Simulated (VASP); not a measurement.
# Al (I4/mmm) in VASP: further runs

Al is run at these levels: LDA; tasks: single point.

All numbers are computed with VASP 6.6.1; they aren't measurements. Logs are shortened: lines on timing, memory, paths and dates and some standing lists are left out, and cuts for length are marked.

### 1 The cell of the first run

Symmetry: I4/mmm, No. 139, tetragonal system. The conventional cell has a = 2.719 Å, b = 2.719 Å, c = 3.947 Å, α = 90.00°, β = 90.00°, γ = 90.00°. Al (site symmetry 4/mmm) has 12 Al at 2.72 to 2.76 Å within 3.6 Å.

### 2 Single point, LDA (strain -0.050 along x and y, -0.025 along z)

INCAR

```
SYSTEM = Al
PREC = Accurate
ENCUT = 520
EDIFF = 1E-6
ISMEAR = 0
SIGMA = 0.15
LREAL = .False.
LASPH = .True.
NELM = 60
ALGO = Normal
ISIF = 2
LWAVE = .False.
LCHARG = .True.
LELF = .True.
LVHAR = .True.
NBANDS = 8
```

KPOINTS

```
regular mesh
0
Gamma
  20 20 20
  0 0 0
```

POSCAR

```
Al
1.0
    0.0000000000      1.9227810000      1.9733805000
    1.9227810000      0.0000000000      1.9733805000
    1.9227810000      1.9227810000      0.0000000000
Al
1
Direct
    0.0000000000      0.0000000000      0.0000000000
```

Potentials or basis: VASP PAW LDA potentials, release 64 (Al).

Launch:

```console
$ cat potpaw_LDA.64/Al/POTCAR > POTCAR
$ mpirun -np 1 vasp_std > vasp.out
```

OUTCAR:

```text
SYSTEM = Al
   PREC = Accurate
   ENCUT = 520
   EDIFF = 1E-6
   ISMEAR = 0
   LREAL = .False.
   LASPH = .True.
   NELM = 60
   ISIF = 2

 ion  position               nearest neighbor table
   1  0.000  0.000  0.000-

  LATTYP: Found a body centered tetragonal cell.
 ALAT       =     2.7192229677
 C/A-ratio  =     1.4514297088

  Lattice vectors:

 A1 = (  -1.9227810000,   0.0000000000,   1.9733805000)
 A2 = (   1.9227810000,   0.0000000000,   1.9733805000)
 A3 = (   0.0000000000,   1.9227810000,  -1.9733805000)

Analysis of symmetry for initial positions (statically):
=====================================================================
 Subroutine PRICEL returns:
 Original cell was already a primitive cell.

 Routine SETGRP: Setting up the symmetry group for a
 body centered tetragonal supercell.

 Subroutine GETGRP returns: Found 16 space group operations
 (whereof 16 operations were pure point group operations)
 out of a pool of 16 trial point group operations.

The static configuration has the point symmetry D_4h.

Analysis of symmetry for dynamics (positions and initial velocities):
=====================================================================
 Subroutine PRICEL returns:
 Original cell was already a primitive cell.

 Routine SETGRP: Setting up the symmetry group for a
 body centered tetragonal supercell.

 Subroutine GETGRP returns: Found 16 space group operations
 (whereof 16 operations were pure point group operations)
 out of a pool of 16 trial point group operations.

The dynamic configuration has the point symmetry D_4h.

 Subroutine INISYM returns: Found 16 space group operations
 (whereof 16 operations are pure point group operations),
 and found     1 'primitive' translations

----------------------------------------------------------------------------------------

                                     Primitive cell

  volume of cell :      14.5915

  direct lattice vectors                    reciprocal lattice vectors
     0.000000000  1.922781000  1.973380500    -0.260040015  0.260040015  0.253372322
     1.922781000  0.000000000  1.973380500     0.260040015 -0.260040015  0.253372322
     1.922781000  1.922781000  0.000000000     0.260040015  0.260040015 -0.253372322

  length of vectors
     2.755234540  2.755234540  2.719222968     0.446586109  0.446586109  0.446586109

  position of ions in fractional coordinates (direct lattice)
     0.000000000  0.000000000  0.000000000

  ion indices of the primitive-cell ions
   primitive index   ion index
                 1           1

----------------------------------------------------------------------------------------

 KPOINTS: regular mesh

Automatic generation of k-mesh.
 Grid dimensions read from file:
 generate k-points for:   20   20   20

 Generating k-lattice:

  Cartesian coordinates                     Fractional coordinates (reciprocal lattice)
    -0.013002001  0.013002001  0.012668616     0.050000000  0.000000000  0.000000000
     0.013002001 -0.013002001  0.012668616     0.000000000  0.050000000  0.000000000
     0.013002001  0.013002001 -0.012668616     0.000000000  0.000000000  0.050000000

  Length of vectors
     0.022329305  0.022329305  0.022329305

  Shift w.r.t. Gamma in fractional coordinates (k-lattice)
     0.000000000  0.000000000  0.000000000

 Subroutine IBZKPT returns following result:
 ===========================================

 Found    641 irreducible k-points:

 Following reciprocal coordinates:
            Coordinates               Weight
  0.000000  0.000000  0.000000      1.000000
  0.050000  0.000000  0.000000      8.000000
  0.100000 -0.000000  0.000000      8.000000
  0.150000  0.000000  0.000000      8.000000
  0.200000 -0.000000  0.000000      8.000000
  0.250000  0.000000  0.000000      8.000000
[... 16 lines left out ...]
 -0.400000  0.050000  0.000000      8.000000
 -0.350000  0.050000  0.000000      8.000000
 [... further k-points ...]
   k-points           NKPTS =    641   k-points in BZ     NKDIM =    641   number of bands    NBANDS=      8
   number of dos      NEDOS =    301   number of ions     NIONS =      1
   total plane-waves  NPLWV =   8000
   dimension x,y,z NGX =    20 NGY =   20 NGZ =   20
   dimension x,y,z NGXF=    40 NGYF=   40 NGZF=   40
   ions per type =               1
   NGX,Y,Z   is equivalent  to a cutoff of  12.07, 12.07, 12.23 a.u.
   NGXF,Y,Z  is equivalent  to a cutoff of  24.14, 24.14, 24.45 a.u.
 SYSTEM =  Al
   PREC   = accura    normal or accurate (medium, high low for compatibility)
   ISTART =      0    job   : 0-new  1-cont  2-samecut
   ICHARG =      2    charge: 1-file 2-atom 10-const
   ISPIN  =      1    spin polarized calculation?
   LNONCOLLINEAR =      F non collinear calculations
   LSORBIT =      F    spin-orbit coupling
   LASPH  =      T    aspherical Exc in radial PAW
   ENCUT  =  520.0 eV  38.22 Ry    6.18 a.u.   5.12  5.12  5.06*2*pi/ulx,y,z
   NELM   =     60;   NELMIN=  2; NELMDL= -5     # of ELM steps
   EDIFF  = 0.1E-05   stopping-criterion for ELM
   LREAL  =      F    real-space projection
   EDIFFG = 0.1E-04   stopping-criterion for IOM
   NSW    =      0    number of steps for IOM
   IBRION =     -1    ionic relax: 0-MD 1-quasi-New 2-CG
   NFREE  =      0    steps in history (QN), initial steepest desc. (CG)
   ISIF   =      2    stress and relaxation
   ISYM   =      2    0-nonsym 1-usesym 2-fastsym
   POTIM  = 0.5000    time-step for ionic-motion
   TEBEG  =    0.0;   TEEND  =   0.0 temperature during run
   PSTRESS=    0.0 pullay stress
   NELECT =       3.0000    total number of electrons
   NUPDOWN=      -1.0000    fix difference up-down
   EMIN   =  10.00;   EMAX   =-10.00  energy-range for DOS
   EFERMI =   0.00;   METHOD = LEGACY
   ISMEAR =     0;   SIGMA  =   0.15  broadening in eV -4-tet -1-fermi 0-gaus
   EFERMI_NEDOS =   21; number of points for ismear=-14 and -15
   IALGO  =     38    algorithm
   IMIX   =      4    mixing-type and parameters
     AMIX     =   0.40;   BMIX     =  1.00
     AMIX_MAG =   1.60;   BMIX_MAG =  1.00
  volume/ion in A,a.u.               =      14.59        98.47
  Fermi-wavevector in a.u.,A,eV,Ry     =   0.966233  1.825915 12.702477  0.933606
  Thomas-Fermi vector in A             =   2.096017
   LORBIT       =      0    0 simple, 1 ext, 2 COOP (PROOUT), +10 PAW based schemes
   GGA     = CA    functional components
   LHFCALC =     F    Hartree Fock is set to
   AEXX    =    0.0000 exact exchange contribution
   IVDW    =     0    specifies the selected vdW correction
   LEPSILON=     F    determine dielectric tensor
   LRPA    =     F    only Hartree local field effects (RPA)
 non-spin polarized calculation
 Gauss-broadening in eV      SIGMA  =   0.15
  energy-cutoff  :      520.00
  volume of cell :       14.59
 maximum number of plane-waves:       405
   NGX = 11   NGY = 11   NGZ = 11

 number of electron       3.0000000 magnetization

 Free energy of the ion-electron system (eV)
  ---------------------------------------------------
  ext. energy  EPLUGINS =         0.00000000
  ---------------------------------------------------
  free energy    TOTEN  =        -4.16350997 eV

  energy without entropy =       -4.15957734  energy(sigma->0) =       -4.16154365

 E-fermi :   9.1549     XC(G=0): -10.8063

 val. band max:        9.1532343860   @ k =  -0.4000   0.1000   0.4000
 cond. band min:       9.1580966186   @ k =  -0.2500   0.3000   0.1000
 fundamental gap:      0.0048622326
 Fermi energy:         9.1548523775

 k-point     1 :       0.0000    0.0000    0.0000
  band No.  band energies     occupation
      1      -2.8454      2.00000
      2      22.1880      0.00000
      3      22.4973      0.00000
      4      22.4973      0.00000
      5      24.6745      0.00000
      6      24.6745      0.00000
      7      24.7622      0.00000
      8      26.6718      0.00000

 k-point     2 :       0.0500    0.0000    0.0000
  band No.  band energies     occupation
      1      -2.7719      2.00000
      2      21.1280      0.00000
      3      22.1052      0.00000
      4      22.3070      0.00000
      5      24.9832      0.00000
      6      25.0216      0.00000
      7      25.1423      0.00000
      8      27.4620      0.00000

 k-point     3 :       0.1000   -0.0000    0.0000
  band No.  band energies     occupation
      1      -2.5514      2.00000
      2      19.0689      0.00000
      3      21.6804      0.00000
      4      21.9247      0.00000
      5      25.1641      0.00000
      6      25.7140      0.00000
      7      25.7785      0.00000
      8      27.7703      0.00000

 k-point     4 :       0.1500    0.0000    0.0000
  band No.  band energies     occupation
      1      -2.1849      2.00000
      2      16.9264      0.00000
      3      21.2562      0.00000
      4      21.5474      0.00000
      5      24.9987      0.00000
      6      26.2593      0.00000
      7      26.5994      0.00000
      8      27.2304      0.00000

 k-point     5 :       0.2000   -0.0000    0.0000
  band No.  band energies     occupation
      1      -1.6736      2.00000
      2      14.8262      0.00000
      3      20.9016      0.00000
      4      21.2453      0.00000
      5      24.7994      0.00000
      6      25.4218      0.00000
      7      26.4363      0.00000
      8      28.0210      0.00000
[... 177 lines left out ...]
 k-point    22 :      -0.4500    0.0500    0.0000
  band No.  band energies     occupation
      1       3.4772      2.00000
      2       5.3399      2.00000
      3      19.1044      0.00000
      4      20.9976      0.00000
      5      22.1819      0.00000
      6      22.7045      0.00000
      7      25.8940      0.00000
      8      26.4541      0.00000

 k-point    23 :      -0.4000    0.0500    0.0000
  band No.  band energies     occupation
      1       2.2478      2.00000
      2       6.8581      2.00000
      3      18.8839      0.00000
      4      21.5359      0.00000
      5      22.4403      0.00000
      6      22.7310      0.00000
      7      25.6086      0.00000
      8      26.9633      0.00000

 k-point    24 :      -0.3500    0.0500    0.0000
  band No.  band energies     occupation
      1       1.1352      2.00000
      2       8.5111      2.00000
      3      18.7848      0.00000
      4      21.9829      0.00000
      5      22.5052      0.00000
      6      23.3967      0.00000
      7      25.3862      0.00000
      8      27.6403      0.00000

 [... further k-points ...]
[... 5 lines left out ...]
  --------------------------------------------------------------------------------------
  -------------------------------------------------------------------------------------
  Total        0.8089034      0.8089034      0.6228684      0.0000000      0.0000000      0.0000000
  in kB       88.8191859     88.8191859     68.3921790      0.0000000      0.0000000      0.0000000
  external PRESSURE =      82.0101836 kB  Pullay stress =       0.0000000 kB

 VOLUME and BASIS-vectors are now :
 -----------------------------------------------------------------------------
  energy-cutoff  :      520.00
  volume of cell :       14.59
      direct lattice vectors                 reciprocal lattice vectors
     0.000000000  1.922781000  1.973380500    -0.260040015  0.260040015  0.253372322
     1.922781000  0.000000000  1.973380500     0.260040015 -0.260040015  0.253372322
     1.922781000  1.922781000  0.000000000     0.260040015  0.260040015 -0.253372322

 POSITION                                       TOTAL-FORCE (eV/Angst)
 -----------------------------------------------------------------------------------
      0.00000      0.00000      0.00000        -0.000000      0.000000      0.000000
 -----------------------------------------------------------------------------------
    total drift:                                0.000000      0.000000     -0.000000

  FREE ENERGIE OF THE ION-ELECTRON SYSTEM (eV)
  ---------------------------------------------------
  free  energy   TOTEN  =        -4.1635099668 eV

  energy  without entropy=       -4.1595773387  energy(sigma->0) =       -4.16154365
```

Wall time 30 s (1 thread of Intel Xeon Platinum 8488C (Sapphire Rapids), shared host); peak memory 0.16 GiB.

Results:

| Property | Result |
| --- | --- |
| Free energy | -4.1635 eV |
| Pressure | 8.2 GPa |

Stress tensor (GPa, compression positive):
```
8.88 0.00 0.00
0.00 8.88 0.00
0.00 0.00 6.84
```

Levels at points of the mesh, in eV from the Fermi level:
```csv
k point,band 1,band 2,band 3,band 4
"(0.00, 0.00, 0.00)",-12.00,13.03,13.34,13.34
"(0.50, 0.00, 0.00)",-5.08,-4.59,11.65,12.18
"(0.50, 0.50, 0.00)",-3.49,-2.05,5.50,6.46
"(0.50, 0.00, 0.50)",-3.08,-1.50,5.19,5.85
```

Caveat: the cell differs from its parent crystal (strain -0.050 along x and y, -0.025 along z).

(Part 1 of 2 ends here.)
